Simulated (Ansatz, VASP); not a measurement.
Rh: VASP beside Ansatz

```xyz
1
Lattice="0.0000 1.9175 1.9175 1.9175 0.0000 1.9175 1.9175 1.9175 0.0000" Properties=species:S:1:pos:R:3 pbc="T T T"
Rh    0.0000    0.0000    0.0000
```

Alike in both runs: functional PBE; k mesh 20 × 20 × 20; occupations fermi-dirac, width 0.15 eV; no spin polarisation.

Ansatz relaxed the structure, and its values are those at the end. VASP's run is a single point on that final structure, the one shown.

```csv
,VASP,Ansatz
version,VASP 6.6.1,Ansatz 0.2.0
potentials or method,"VASP PAW PBE potentials, release 64 (Rh_pv), cutoff 520 eV","scalar-relativistic, plane waves, PAW"
valence electrons in the cell,15,17
```

```tsv
	VASP	Ansatz	Ansatz less VASP
gap on the k mesh at the Fermi level (eV)	none	none	-
pressure (GPa)	0.0	0.0	-0.05
```

A gap of «none» marks a metal or a gap that the smearing closes. VASP's potentials hold 15 valence electrons a cell and Ansatz's 17, so a difference there can come from the potentials and not from the codes.
